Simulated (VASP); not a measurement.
Wanted: the native input for a VASP 6.6.1 run.

* Task: single point
* Functional: PBEsol
* Potentials or basis: VASP PAW PBE potentials, release 64 (Li_sv, H)
* Cutoff: 520 eV
* k mesh: 9 × 9 × 9
* Occupations: fermi-dirac, width 0.05 eV
* Spin: no spin polarisation
* Dipole correction: no
* Further INCAR settings: ALGO = Normal; EDIFF = 1e-06; NBANDS = 9

The structure of LiH lies in POSCAR:

```
LiH
1.0
    0.0203675000      2.0367500000      2.0367500000
    2.0367500000      0.0203675000      2.0367500000
    2.0571175000      2.0571175000      0.0000000000
Li H
1 1
Direct
    0.0000000000      0.0000000000      0.0000000000
    0.5000000000      0.5000000000      0.5000000000
```

The input as run:

INCAR

```
ALGO     = Normal         # electronic algorithm
EDIFF    = 1E-6           # SCF threshold, eV
ENCUT    = 520            # plane-wave cutoff, eV
GGA      = PS             # functional
ISIF     = 2              # what is computed and relaxed
ISMEAR   = -1             # smearing method
LASPH    = True           # aspherical terms in the spheres
LCHARG   = False          # write CHGCAR
LREAL    = False          # projectors in reciprocal space
LWAVE    = False          # write WAVECAR
NBANDS   = 9              # bands
NELM     = 60             # most SCF steps
PREC     = Accurate       # precision mode
SIGMA    = 0.05           # smearing width, eV
```

KPOINTS

```
k-points
0
Gamma
  9 9 9
```

Potentials or basis: VASP PAW PBE potentials, release 64 (Li_sv, H).

The run is started by

```console
$ cat potpaw_PBE.64/Li_sv/POTCAR potpaw_PBE.64/H/POTCAR > POTCAR
$ mpirun -np 1 vasp_std > vasp.out
```

Results of the run:

```
Band gap on the k mesh : 3.05 eV, indirect (least direct gap 3.06 eV)
```

It took 21 s on 1 thread of Intel Xeon 8259CL (shared host), peak memory 0.14 GiB.
